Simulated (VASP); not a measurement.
Au2I: single point with PBE

Au2I:

```
Au I
1.0
    -2.04267    2.04267    4.27691
     2.04267   -2.04267    4.27691
     2.04267    2.04267   -4.27691
Au I
2 1
Direct
  0.66570 0.66570 0.00000
  0.33430 0.33430 0.00000
  0.00000 0.00000 0.00000
```

```
Program                : VASP 6.6.1
Task                   : single point
Functional             : PBE
Potentials or basis    : VASP PAW PBE potentials, release 64 (Au, I)
Cutoff                 : 520 eV
k mesh                 : 16 × 16 × 16
Occupations            : gaussian, width 0.1 eV
Spin                   : no spin polarisation
Dipole correction      : no
Further INCAR settings : ALGO = Normal; EDIFF = 1e-06; NBANDS = 22
```

| Item | Value |
| --- | --- |
| Pressure | -0.2 GPa |
| Band gap on the k mesh | zero (an odd number of electrons rules out a gap without spin polarisation) |

Forces in eV/Å, atoms in the order of the input:
```
Au   0.000  0.000 -0.003
Au   0.000  0.000  0.003
I    0.000  0.000  0.000
```

Stress tensor (GPa, compression positive):
```
-0.13  0.00  0.00
 0.00 -0.13  0.00
 0.00  0.00 -0.25
```

Levels at points of the mesh, in eV from the Fermi level:
```csv
k point,band 12,band 13,band 14,band 15,band 16,band 17,band 18,band 19
"(0.00, 0.00, 0.00)",-2.54,-0.97,-0.97,-0.12,2.33,3.07,4.67,4.67
"(0.50, 0.00, 0.00)",-2.75,-2.61,-0.89,-0.66,2.14,4.25,5.39,6.20
"(0.50, 0.50, 0.00)",-2.93,-1.63,-1.26,-1.10,1.35,3.01,4.68,5.19
"(0.50, 0.50, 0.50)",-2.89,-2.88,-2.75,-0.74,3.12,5.92,7.13,7.13
```

Run time: 8.7 min on 1 thread of Intel(R) Xeon(R) Platinum 8259CL CPU @ 2.50GHz (Skylake/Cascade Lake) (shared host), peak memory 0.63 GiB.

Caveat: spin-orbit coupling is left out, which moves the levels of the heavy elements; an odd number of electrons without spin polarisation forces a metal; a magnetic or distorted state may lie lower.
